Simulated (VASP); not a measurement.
Here is a VASP 6.6.1 calculation.

INCAR

```
  ALGO = Normal
  EDIFF = 1E-7
  ENCUT = 520
  GGA = PE
  ISIF = 2
  ISMEAR = 0
  IVDW = 12
  LASPH = T
  LCHARG = F
  LREAL = F
  LWAVE = F
  NBANDS = 11
  NELM = 100
  PREC = Accurate
  SIGMA = 0.1
```

The input KPOINTS:

```
k-points
0
Gamma
  6 6 4
```

File POSCAR:

```
H2Se
1.0
    3.2405730972      0.0000000000      0.0000000000
   -1.6202865486      2.8064186250      0.0000000000
    0.0000000000      0.0000000000      3.8920177746
H Se
2 1
Direct
    0.3333333333      0.6666666667      0.1487662091
    0.6666666667      0.3333333333      0.8512337909
    0.0000000000      0.0000000000      0.0000000000
```

Potentials or basis: VASP PAW PBE potentials, release 64 (H, Se).

Run with:

```console
$ cat potpaw_PBE.64/H/POTCAR potpaw_PBE.64/Se/POTCAR > POTCAR
$ mpirun -np 1 vasp_std > vasp.out
```

Q: What does it give for the dispersion energy per atom?

A: -0.142 eV.

Q: Estimate the pressure.

A: 0.1 GPa.

Q: Estimate the band gap on the k mesh.

A: Zero (band 4 reaches 3.13 eV, above the bottom of band 5 at 1.22 eV).

Stress tensor (GPa, compression positive):
```
 0.32  0.00  0.00
 0.00  0.32  0.00
 0.00  0.00 -0.40
```

Caveat: the k points lie up to 0.40 Å⁻¹ apart; pairwise dispersion overbinds metals, which lowers pressure and volume.
